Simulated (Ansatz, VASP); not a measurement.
## Zr in VASP and in Ansatz

```
CELL_PARAMETERS angstrom
0.00000 2.24721 2.24721
2.24721 0.00000 2.24721
2.24721 2.24721 0.00000
ATOMIC_POSITIONS crystal
Zr 0.00000 0.00000 0.00000
```

Alike in both runs: task single point; functional revPBE; k mesh 13 × 13 × 13; occupations fermi-dirac, width 0.1 eV; no spin polarisation.

|  | VASP | Ansatz |
| --- | --- | --- |
| version | VASP 6.6.1 | Ansatz 0.2.0 |
| potentials or method | VASP PAW PBE potentials, release 64 (Zr_sv), cutoff 520 eV | plane waves (420 eV) with PAW, scalar-relativistic |
| valence electrons in the cell | 12 | 12 |

|  | VASP | Ansatz | Ansatz less VASP |
| --- | --- | --- | --- |
| pressure (GPa) | 3.9 | 3.9 | 0.00 |

VASP's potentials were made for PBE, not for revPBE.
